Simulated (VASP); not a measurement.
# Te2Mo in VASP: single point with LDA

Aim: the single point of Te2Mo with LDA.

Program: VASP 6.6.1. These are calculated values, not measurements. Logs are shortened: lines on timing, memory, paths and dates and some standing lists are left out, and cuts for length are marked.

## 1. The cell of the first run

The cell holds a slab with vacuum, 12 atoms: a = 3.472 Å, b = 3.472 Å, c = 39.199 Å, α = 90.00°, β = 90.00°, γ = 120.00°.

## 2. Single point, LDA (volume scaled by 1.06, then relaxed in part)

File INCAR:

```
SYSTEM = Te2Mo
ALGO = Normal
EDIFF = 1E-6
ENCUT = 520
GGA = CA
ISIF = 2
ISMEAR = 0
LASPH = .True.
LCHARG = .False.
LREAL = .False.
LWAVE = .False.
NBANDS = 64
NELM = 60
PREC = Accurate
SIGMA = 0.02
```

File KPOINTS:

```
k-points
0
Gamma
  12 12 1
  0 0 0
```

File POSCAR:

```
Te2Mo
1.0
    3.4715012824      0.0000000000      0.0000000000
   -1.7357506412      3.0064082998      0.0000000000
    0.0000000000      0.0000000000     39.1992687915
Te Mo
8 4
Direct
    0.3333333333      0.6666666667      0.8663294280
    0.3333333333      0.6666666667      0.2174731410
    0.6666666667      0.3333333333      0.6909464383
    0.6666666667      0.3333333333      0.0419974784
    0.6666666667      0.3333333333      0.7825268590
    0.6666666667      0.3333333333      0.1336705720
    0.3333333333      0.6666666667      0.9580025216
    0.3333333333      0.6666666667      0.3090535617
    0.3333333333      0.6666666667      0.7366632479
    0.3333333333      0.6666666667      0.0878346606
    0.6666666667      0.3333333333      0.9121653394
    0.6666666667      0.3333333333      0.2633367521
```

Potentials or basis: VASP PAW LDA potentials, release 64 (Te, Mo_sv).

Started as:

```console
> cat potpaw_LDA.64/Te/POTCAR potpaw_LDA.64/Mo_sv/POTCAR > POTCAR
> mpirun -np 1 vasp_std > vasp.out
```

OUTCAR:

```text
SYSTEM = Te2Mo
   EDIFF = 1E-6
   ENCUT = 520
   GGA = CA
   ISIF = 2
   ISMEAR = 0
   LASPH = .True.
   LREAL = .False.
   NELM = 60
   PREC = Accurate

 ion  position               nearest neighbor table
   1  0.333  0.667  0.866-  11 2.69  11 2.69  11 2.69   7 3.59
   2  0.333  0.667  0.217-  12 2.69  12 2.69  12 2.69   8 3.59
   3  0.667  0.333  0.691-   9 2.69   9 2.69   9 2.69   5 3.59
   4  0.667  0.333  0.042-  10 2.69  10 2.69  10 2.69   6 3.59
   5  0.667  0.333  0.783-   9 2.69   9 2.69   9 2.69   3 3.59
   6  0.667  0.333  0.134-  10 2.69  10 2.69  10 2.69   4 3.59
   7  0.333  0.667  0.958-  11 2.69  11 2.69  11 2.69   1 3.59
   8  0.333  0.667  0.309-  12 2.69  12 2.69  12 2.69   2 3.59
   9  0.333  0.667  0.737-   3 2.69   3 2.69   3 2.69   5 2.69   5 2.69   5 2.69
  10  0.333  0.667  0.088-   6 2.69   6 2.69   6 2.69   4 2.69   4 2.69   4 2.69
  11  0.667  0.333  0.912-   1 2.69   1 2.69   1 2.69   7 2.69   7 2.69   7 2.69
  12  0.667  0.333  0.263-   8 2.69   8 2.69   8 2.69   2 2.69   2 2.69   2 2.69

  LATTYP: Found a hexagonal cell.
 ALAT       =     3.4715012824
 C/A-ratio  =    11.2917339222

  Lattice vectors:

 A1 = (   3.4715012824,   0.0000000000,   0.0000000000)
 A2 = (  -1.7357506412,   3.0064082998,   0.0000000000)
 A3 = (   0.0000000000,   0.0000000000,  39.1992687915)

Analysis of symmetry for initial positions (statically):
=====================================================================
 Subroutine PRICEL returns:
 Original cell was already a primitive cell.

 Routine SETGRP: Setting up the symmetry group for a
 hexagonal supercell.

 Subroutine GETGRP returns: Found 12 space group operations
 (whereof 12 operations were pure point group operations)
 out of a pool of 24 trial point group operations.

The static configuration has the point symmetry D_3d.

Analysis of symmetry for dynamics (positions and initial velocities):
=====================================================================
 Subroutine PRICEL returns:
 Original cell was already a primitive cell.

 Routine SETGRP: Setting up the symmetry group for a
 hexagonal supercell.

 Subroutine GETGRP returns: Found 12 space group operations
 (whereof 12 operations were pure point group operations)
 out of a pool of 24 trial point group operations.

The dynamic configuration has the point symmetry D_3d.

 Subroutine INISYM returns: Found 12 space group operations
[... 121 lines left out ...]
   PSTRESS=    0.0 pullay stress
   NELECT =     104.0000    total number of electrons
   NUPDOWN=      -1.0000    fix difference up-down
   EMIN   =  10.00;   EMAX   =-10.00  energy-range for DOS
   EFERMI =   0.00;   METHOD = LEGACY
   ISMEAR =     0;   SIGMA  =   0.02  broadening in eV -4-tet -1-fermi 0-gaus
   EFERMI_NEDOS =   21; number of points for ismear=-14 and -15
   IALGO  =     38    algorithm
   IMIX   =      4    mixing-type and parameters
     AMIX     =   0.40;   BMIX     =  1.00
     AMIX_MAG =   1.60;   BMIX_MAG =  1.00
  volume/ion in A,a.u.               =      34.09       230.07
  Fermi-wavevector in a.u.,A,eV,Ry     =   1.037062  1.959764 14.633042  1.075498
  Thomas-Fermi vector in A             =   2.171482
   LORBIT       =      0    0 simple, 1 ext, 2 COOP (PROOUT), +10 PAW based schemes
   GGA     = CA    functional components
   LHFCALC =     F    Hartree Fock is set to
   AEXX    =    0.0000 exact exchange contribution
   IVDW    =     0    specifies the selected vdW correction
   LEPSILON=     F    determine dielectric tensor
   LRPA    =     F    only Hartree local field effects (RPA)
 non-spin polarized calculation
 Gauss-broadening in eV      SIGMA  =   0.02
  energy-cutoff  :      520.00
  volume of cell :      409.11
 maximum number of plane-waves:     11099
 NGX is ok and might be reduce to    28
   NGX = 13   NGY = 13   NGZ =145

 number of electron     103.9999997 magnetization

 Free energy of the ion-electron system (eV)
  ---------------------------------------------------
  ext. energy  EPLUGINS =         0.00000000
  ---------------------------------------------------
  free energy    TOTEN  =       -82.36956940 eV

  energy without entropy =      -82.36956940  energy(sigma->0) =      -82.36956940

 E-fermi :   4.6554     XC(G=0):  -7.9316

 val. band max:        4.5455899869   @ k =   0.0000   0.0000   0.0000
 cond. band min:       5.3164633973   @ k =   0.2500   0.1667   0.0000
 fundamental gap:      0.7708734104
 Fermi energy:         4.6553907578

 k-point     1 :       0.0000    0.0000    0.0000
  band No.  band energies     occupation
      1     -55.8896      2.00000
      2     -55.8896      2.00000
      3     -55.8848      2.00000
      4     -55.8848      2.00000
      5     -30.2795      2.00000
      6     -30.2794      2.00000
[... 1262 lines left out ...]
     63       7.0396      0.00000
     64       7.0396      0.00000

------------------------ aborting loop because EDIFF is reached ----------------------------------------

  FORCE on cell =-STRESS in cart. coord.  units (eV):
  Direction    XX          YY          ZZ          XY          YZ          ZX
  --------------------------------------------------------------------------------------
  -------------------------------------------------------------------------------------
  Total        0.4070873      0.4070873      0.7299960      0.0000000      0.0000000     -0.0000000
  in kB        1.5942443      1.5942443      2.8588266      0.0000000      0.0000000     -0.0000000
  external PRESSURE =       2.0157718 kB  Pullay stress =       0.0000000 kB

 VOLUME and BASIS-vectors are now :
 -----------------------------------------------------------------------------
  energy-cutoff  :      520.00
  volume of cell :      409.11
      direct lattice vectors                 reciprocal lattice vectors
     3.471501282  0.000000000  0.000000000     0.288059810  0.166311409  0.000000000
    -1.735750641  3.006408300  0.000000000     0.000000000  0.332622818  0.000000000
     0.000000000  0.000000000 39.199268792     0.000000000  0.000000000  0.025510680

 POSITION                                       TOTAL-FORCE (eV/Angst)
 -----------------------------------------------------------------------------------
     -0.00000      2.00427     33.95948        -0.000000      0.000000     -0.054828
     -0.00000      2.00427      8.52479         0.000000      0.000000     -0.055280
      1.73575      1.00214     27.08460        -0.000000      0.000000     -0.054882
      1.73575      1.00214      1.64627         0.000000     -0.000000     -0.054630
      1.73575      1.00214     30.67448        -0.000000      0.000000      0.055280
      1.73575      1.00214      5.23979        -0.000000     -0.000000      0.054828
     -0.00000      2.00427     37.55300        -0.000000      0.000000      0.054630
     -0.00000      2.00427     12.11467        -0.000000      0.000000      0.054882
     -0.00000      2.00427     28.87666         0.000000     -0.000000     -0.000792
     -0.00000      2.00427      3.44305        -0.000000      0.000000      0.000293
      1.73575      1.00214     35.75621         0.000000     -0.000000     -0.000293
      1.73575      1.00214     10.32261         0.000000      0.000000      0.000792
 -----------------------------------------------------------------------------------
    total drift:                                0.000000      0.000000      0.000000

  FREE ENERGIE OF THE ION-ELECTRON SYSTEM (eV)
  ---------------------------------------------------
  free  energy   TOTEN  =       -82.3695693984 eV

  energy  without entropy=      -82.3695693984  energy(sigma->0) =      -82.36956940
```

OSZICAR:

```text
N       E                     dE             d eps       ncg     rms          rms(c)
DAV:   1     0.860413262170E+03    0.86041E+03   -0.52860E+04  2968   0.140E+03
DAV:   2    -0.222446488056E+02   -0.88266E+03   -0.85804E+03  2960   0.335E+02
DAV:   3    -0.821700514380E+02   -0.59925E+02   -0.58326E+02  3000   0.730E+01
[... 20 lines left out ...]
DAV:  24    -0.823695604967E+02   -0.12681E-04   -0.61111E-07  1696   0.187E-03    0.754E-03
DAV:  25    -0.823695651487E+02   -0.46520E-05   -0.14440E-07  1480   0.108E-03    0.469E-03
DAV:  26    -0.823695679350E+02   -0.27864E-05   -0.14891E-07  1504   0.119E-03    0.165E-03
DAV:  27    -0.823695689861E+02   -0.10510E-05   -0.83571E-08  1392   0.772E-04    0.537E-04
DAV:  28    -0.823695693984E+02   -0.41230E-06   -0.25341E-08  1416   0.380E-04
   1 F= -.82369569E+02 E0= -.82369569E+02  d E =-.637132E-17
```

It took 12 min on 1 thread of Intel Xeon 6975P-C (Granite Rapids), shared host; peak memory 0.63 GiB.

Results:

```yaml
Free_energy: -82.3696 eV
Largest_force: 0.055 eV/Å
Band_gap_on_the_k_mesh: 0.77 eV, indirect (least direct gap 1.14 eV)
```

Forces in eV/Å, atoms in the order of the input:
```
Te   0.000  0.000 -0.055
Te   0.000  0.000 -0.055
Te   0.000  0.000 -0.055
Te   0.000  0.000 -0.055
Te   0.000  0.000  0.055
Te   0.000  0.000  0.055
Te   0.000  0.000  0.055
Te   0.000  0.000  0.055
Mo   0.000  0.000 -0.001
Mo   0.000  0.000  0.000
Mo   0.000  0.000  0.000
Mo   0.000  0.000  0.001
```

Caveat: spin-orbit coupling is left out, which moves the levels of the heavy elements.
